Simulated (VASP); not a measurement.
# AlNi (Pm-3m) in VASP: further runs, part 2 of 2

VASP 6.6.1. Earlier steps stand in the parts before.

## (4) Relaxation of cell and atoms, RPBE, collinear spin, ferromagnetic start

Contents of INCAR:

```
PREC = Accurate
ENCUT = 600
EDIFF = 1E-7
ISMEAR = -1
SIGMA = 0.05
LREAL = False
LASPH = True
NELM = 150
ALGO = Normal
ISIF = 3
LWAVE = False
LCHARG = False
ISPIN = 2
MAGMOM = 1 0
LORBIT = 11
LMAXMIX = 4
GGA = RP
IBRION = 2
NSW = 60
EDIFFG = -0.01
```

Contents of KPOINTS:

```
Automatic mesh
0
Gamma
  9 9 9
```

Contents of POSCAR:

```
AlNi
1.0
    2.8810000000      0.0000000000      0.0000000000
    0.0000000000      2.8810000000      0.0000000000
    0.0000000000      0.0000000000      2.8810000000
Ni Al
1 1
Direct
    0.5000000000      0.5000000000      0.5000000000
    0.0000000000      0.0000000000      0.0000000000
```

Potentials or basis: VASP PAW PBE potentials, release 64 (Ni, Al).

On the command line:

```sh
$ cat potpaw_PBE.64/Ni/POTCAR potpaw_PBE.64/Al/POTCAR > POTCAR
$ mpirun -np 1 vasp_std > vasp.out
```

OUTCAR:

```text
PREC = Accurate
   ENCUT = 600
   EDIFF = 1E-7
   ISMEAR = -1
   LREAL = False
   LASPH = True
   NELM = 150
   ISIF = 3
   ISPIN = 2
   LORBIT = 11
   GGA = RP
   IBRION = 2
   NSW = 60
   EDIFFG = -0.01

 ion  position               nearest neighbor table
   1  0.500  0.500  0.500-   2 2.50   2 2.50   2 2.50   2 2.50   2 2.50   2 2.50   2 2.50   2 2.50

   2  0.000  0.000  0.000-   1 2.50   1 2.50   1 2.50   1 2.50   1 2.50   1 2.50   1 2.50   1 2.50

  LATTYP: Found a simple cubic cell.
 ALAT       =     2.8810000000

  Lattice vectors:

 A1 = (   2.8810000000,   0.0000000000,   0.0000000000)
 A2 = (   0.0000000000,   2.8810000000,   0.0000000000)
 A3 = (   0.0000000000,   0.0000000000,   2.8810000000)

Analysis of symmetry for initial positions (statically):
=====================================================================
 Subroutine PRICEL returns:
 Original cell was already a primitive cell.

 Routine SETGRP: Setting up the symmetry group for a
 simple cubic supercell.

 Subroutine GETGRP returns: Found 48 space group operations
 (whereof 48 operations were pure point group operations)
 out of a pool of 48 trial point group operations.

The static configuration has the point symmetry O_h .

Analysis of symmetry for dynamics (positions and initial velocities):
=====================================================================
 Subroutine PRICEL returns:
 Original cell was already a primitive cell.

 Routine SETGRP: Setting up the symmetry group for a
 simple cubic supercell.

 Subroutine GETGRP returns: Found 48 space group operations
 (whereof 48 operations were pure point group operations)
 out of a pool of 48 trial point group operations.

The dynamic configuration has the point symmetry O_h .

Analysis of structural, dynamic, and magnetic symmetry:
=====================================================================
 Subroutine PRICEL returns:
 Original cell was already a primitive cell.

 Routine SETGRP: Setting up the symmetry group for a
 simple cubic supercell.

 Subroutine GETGRP returns: Found 48 space group operations
 (whereof 48 operations were pure point group operations)
 out of a pool of 48 trial point group operations.

The overall configuration has the point symmetry O_h .

 Subroutine INISYM returns: Found 48 space group operations
 (whereof 48 operations are pure point group operations),
 and found     1 'primitive' translations

----------------------------------------------------------------------------------------

                                     Primitive cell

  volume of cell :      23.9128

  direct lattice vectors                    reciprocal lattice vectors
     2.881000000  0.000000000  0.000000000     0.347101701  0.000000000  0.000000000
     0.000000000  2.881000000  0.000000000     0.000000000  0.347101701  0.000000000
     0.000000000  0.000000000  2.881000000     0.000000000  0.000000000  0.347101701

  length of vectors
     2.881000000  2.881000000  2.881000000     0.347101701  0.347101701  0.347101701

  position of ions in fractional coordinates (direct lattice)
     0.500000000  0.500000000  0.500000000
     0.000000000  0.000000000  0.000000000

  ion indices of the primitive-cell ions
   primitive index   ion index
                 1           1
                 2           2

[... 33 lines left out ...]
  0.111111  0.111111  0.000000     12.000000
[... 16 lines left out ...]
  0.333333  0.333333  0.111111     24.000000
  0.444444  0.333333  0.111111     48.000000
 [... further k-points ...]
   k-points           NKPTS =     35   k-points in BZ     NKDIM =     35   number of bands    NBANDS=     11
   number of dos      NEDOS =    301   number of ions     NIONS =      2
   total plane-waves  NPLWV =  13824
   dimension x,y,z NGX =    24 NGY =   24 NGZ =   24
   dimension x,y,z NGXF=    48 NGYF=   48 NGZF=   48
   ions per type =               1   1
   NGX,Y,Z   is equivalent  to a cutoff of  13.85, 13.85, 13.85 a.u.
   NGXF,Y,Z  is equivalent  to a cutoff of  27.70, 27.70, 27.70 a.u.
 SYSTEM =  unknown system
   PREC   = accura    normal or accurate (medium, high low for compatibility)
   ISTART =      0    job   : 0-new  1-cont  2-samecut
   ICHARG =      2    charge: 1-file 2-atom 10-const
   ISPIN  =      2    spin polarized calculation?
   LNONCOLLINEAR =      F non collinear calculations
   LSORBIT =      F    spin-orbit coupling
   LASPH  =      T    aspherical Exc in radial PAW
   ENCUT  =  600.0 eV  44.10 Ry    6.64 a.u.   5.75  5.75  5.75*2*pi/ulx,y,z
   NELM   =    150;   NELMIN=  2; NELMDL= -5     # of ELM steps
   EDIFF  = 0.1E-06   stopping-criterion for ELM
   LREAL  =      F    real-space projection
   EDIFFG = -.1E-01   stopping-criterion for IOM
   NSW    =     60    number of steps for IOM
   IBRION =      2    ionic relax: 0-MD 1-quasi-New 2-CG
   NFREE  =      1    steps in history (QN), initial steepest desc. (CG)
   ISIF   =      3    stress and relaxation
   ISYM   =      2    0-nonsym 1-usesym 2-fastsym
   POTIM  = 0.5000    time-step for ionic-motion
   TEBEG  =    0.0;   TEEND  =   0.0 temperature during run
   PSTRESS=    0.0 pullay stress
   NELECT =      13.0000    total number of electrons
   NUPDOWN=      -1.0000    fix difference up-down
   EMIN   =  10.00;   EMAX   =-10.00  energy-range for DOS
   EFERMI =   0.00;   METHOD = LEGACY
   ISMEAR =    -1;   SIGMA  =   0.05  broadening in eV -4-tet -1-fermi 0-gaus
   EFERMI_NEDOS =   21; number of points for ismear=-14 and -15
   IALGO  =     38    algorithm
   IMIX   =      4    mixing-type and parameters
     AMIX     =   0.40;   BMIX     =  1.00
     AMIX_MAG =   1.60;   BMIX_MAG =  1.00
  volume/ion in A,a.u.               =      11.96        80.69
  Fermi-wavevector in a.u.,A,eV,Ry     =   1.336122  2.524904 24.289410  1.785221
  Thomas-Fermi vector in A             =   2.464773
   LORBIT       =     11    0 simple, 1 ext, 2 COOP (PROOUT), +10 PAW based schemes
   GGA     = RP    functional components
   LHFCALC =     F    Hartree Fock is set to
   AEXX    =    0.0000 exact exchange contribution
   IVDW    =     0    specifies the selected vdW correction
   LEPSILON=     F    determine dielectric tensor
   LRPA    =     F    only Hartree local field effects (RPA)
 conjugate gradient relaxation of ions
 spin polarized calculation
  energy-cutoff  :      600.00
  volume of cell :       23.91
 maximum number of plane-waves:       812
 NGX is ok and might be reduce to    24
   NGX = 11   NGY = 11   NGZ = 11

--------------------------------------- Ionic step        1  -------------------------------------------

 number of electron      13.0000015 magnetization       0.0003901

 number of electron      13.0000015 magnetization      -0.0002755

 Free energy of the ion-electron system (eV)
  ---------------------------------------------------
  ext. energy  EPLUGINS =         0.00000000
  ---------------------------------------------------
  free energy    TOTEN  =        -9.73250505 eV

  energy without entropy =       -9.72588066  energy(sigma->0) =       -9.72919285

 E-fermi :  10.1476     XC(G=0): -11.9602

 val. band max:       10.0827210789   @ k =   0.3333   0.1111   0.0000
 cond. band min:      10.1969991240   @ k =   0.3333   0.1111   0.1111
 fundamental gap:      0.1142780451
 Fermi energy:        10.1476187159

 spin component 1

 k-point     1 :       0.0000    0.0000    0.0000
  band No.  band energies     occupation
      1      -0.9919      1.00000
      2       6.9091      1.00000
      3       6.9091      1.00000
      4       8.5948      1.00000
      5       8.5948      1.00000
      6       8.5948      1.00000
      7      15.6707      0.00000
      8      15.6707      0.00000
      9      15.6707      0.00000
     10      18.2147      0.00000
     11      18.2147      0.00000
[... 737 lines left out ...]
 number of electron      13.0000005 magnetization       0.0000005

 number of electron      13.0000005 magnetization      -0.0000010

 Free energy of the ion-electron system (eV)
  ---------------------------------------------------
  ext. energy  EPLUGINS =         0.00000000
  ---------------------------------------------------
  free energy    TOTEN  =        -9.74721261 eV

  energy without entropy =       -9.74014566  energy(sigma->0) =       -9.74367913

 E-fermi :   9.6795     XC(G=0): -11.7917

 val. band max:        9.6244252265   @ k =   0.3333   0.3333   0.0000
 cond. band min:       9.7222504075   @ k =   0.3333   0.1111   0.1111
 fundamental gap:      0.0978251810
 Fermi energy:         9.6794940157

 spin component 1

 k-point     1 :       0.0000    0.0000    0.0000
  band No.  band energies     occupation
      1      -1.1951      1.00000
      2       6.6153      1.00000
      3       6.6153      1.00000
      4       8.2070      1.00000
      5       8.2070      1.00000
      6       8.2070      1.00000
      7      15.0644      0.00000
      8      15.0644      0.00000
      9      15.0644      0.00000
     10      17.6426      0.00000
     11      17.6426      0.00000
[... 691 lines left out ...]
  FREE ENERGIE OF THE ION-ELECTRON SYSTEM (eV)
  ---------------------------------------------------
  free  energy   TOTEN  =        -9.7472126098 eV

  energy  without entropy=       -9.7401456561  energy(sigma->0) =       -9.74367913

 reached required accuracy - stopping structural energy minimisation

 total charge

# of ion       s       p       d       tot
------------------------------------------
    1        0.459   0.488   8.447   9.393
    2        0.383   0.398   0.000   0.782
--------------------------------------------------
tot          0.842   0.887   8.447  10.175

 magnetization (x)

# of ion       s       p       d       tot
------------------------------------------
    1        0.000   0.000   0.000   0.000
    2       -0.000  -0.000   0.000  -0.000
--------------------------------------------------
tot          0.000  -0.000   0.000   0.000
```

CONTCAR:

```text
AlNi
   1.00000000000000
     2.9150597092185411   -0.0000000000000000   -0.0000000000000000
    -0.0000000000000000    2.9150597092185411    0.0000000000000000
    -0.0000000000000000   -0.0000000000000000    2.9150597092185411
  Ni              Al
     1     1
Direct
     0.5000000000000000    0.5000000000000000    0.5000000000000000
     0.0000000000000000    0.0000000000000000    0.0000000000000000

  0.00000000E+00  0.00000000E+00  0.00000000E+00
  0.00000000E+00  0.00000000E+00  0.00000000E+00
```

It took 27 s on 1 thread of AMD EPYC 9R45 (Zen 5), shared host; peak memory 0.13 GiB.

What came out:

| Quantity | Value |
| --- | --- |
| Free energy | -9.7472 eV |
| Relaxed volume | 12.39 Å³/atom |
| Relaxed cell | a = 2.915 Å, b = 2.915 Å, c = 2.915 Å, α = 90.00°, β = 90.00°, γ = 90.00° |
| Space group after relaxing (to 0.05 Å) | Pm-3m (No. 221) |
| Energy gained by relaxing | 7.4 meV/atom |
| Ionic steps | 3 |
| Pressure after relaxing | 0.0 GPa |
| Net moment | 0.00 μB per cell |
| Valence electrons inside the program's atomic spheres | Ni 9.39; Al 0.78 |

Step by step:
```tsv
step	energy change (eV)	largest force (eV/Å)	pressure (GPa)	volume (Å³)
1	0.0000	0.0000	5.70	23.91
2	-0.0073	0.0000	-3.63	25.41
3	-0.0147	0.0000	0.00	24.77
```

Final structure:
```
Ni Al
1.0
     2.91506    0.00000    0.00000
     0.00000    2.91506    0.00000
     0.00000    0.00000    2.91506
Ni Al
1 1
Direct
  0.50000 0.50000 0.50000
  0.00000 0.00000 0.00000
```

Caveat: the PAW data sets were made with another functional, which shifts forces and pressure a little.

## (5) The runs side by side

```tsv
task	level	cell	cutoff (eV)	gap on the mesh (eV)	pressure (GPa)	moment (μB)
single point	revPBE	a = 2.881 Å, 2 atoms	520	none	4.7	0.00
single point	RPBE	a = 2.916 Å, 2 atoms	520	none	-0.1	0.00
relaxation of cell and atoms	RPBE	relaxed from a = 2.881 Å, 2 atoms	600	none	0.0	0.00
```

Alike in all rows: potentials or basis VASP PAW PBE potentials, release 64 (Ni, Al); spin collinear, ferromagnetic start; k mesh 9 × 9 × 9; smearing fermi-dirac 0.05 eV.

Caveats: the PAW data sets were made with another functional, which shifts forces and pressure a little.

Total energies depend on the potentials used, so only differences within one code and one set of settings carry meaning.
